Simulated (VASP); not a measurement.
Here is a VASP 6.6.1 calculation.

The input INCAR:

```
SYSTEM = C
PREC     = Accurate       ! precision mode
ENCUT    = 600            ! plane-wave cutoff, eV
EDIFF    = 1E-6           ! SCF threshold, eV
ISMEAR   = -1             ! smearing method
SIGMA    = 0.3            ! smearing width, eV
LREAL    = .False.        ! projectors in reciprocal space
LASPH    = .True.         ! aspherical terms in the spheres
NELM     = 120            ! most SCF steps
ALGO     = Normal         ! electronic algorithm
ISIF     = 2              ! what is computed and relaxed
LWAVE    = .False.        ! write WAVECAR
LCHARG   = .False.        ! write CHGCAR
GGA      = PS             ! functional
NBANDS   = 11             ! bands
GGA_COMPAT= .False.
```

KPOINTS

```
regular mesh
0
Gamma
  11 11 7
  0 0 0
```

File POSCAR:

```
C
1.0
    2.1273200000     -1.2282820000      0.0000000000
    2.1273200000      1.2282820000      0.0000000000
   -1.3790700000      0.0000000000      3.5028300000
C
2
Direct
    0.8333560000      0.8333560000      0.0000930000
    0.1666440000      0.1666440000      0.9999070000
```

Potentials or basis: VASP PAW PBE potentials, release 64 (C).

The run is started by

```console
$ cat potpaw_PBE.64/C/POTCAR > POTCAR
$ mpirun -np 1 vasp_std > vasp.out
```

Question: What does it give for the largest force?

Answer: 0.004 eV/Å.

Question: Estimate the pressure.

Answer: 1.2 GPa.

Stress tensor (GPa, compression positive):
```
 1.82  0.00 -0.03
 0.00  1.76  0.00
-0.03  0.00  0.09
```

Caveat: the PAW data sets were made with another functional, which shifts forces and pressure a little; this functional lacks dispersion, which binds the layers, so the pressure and a relaxed spacing across them are unreliable.
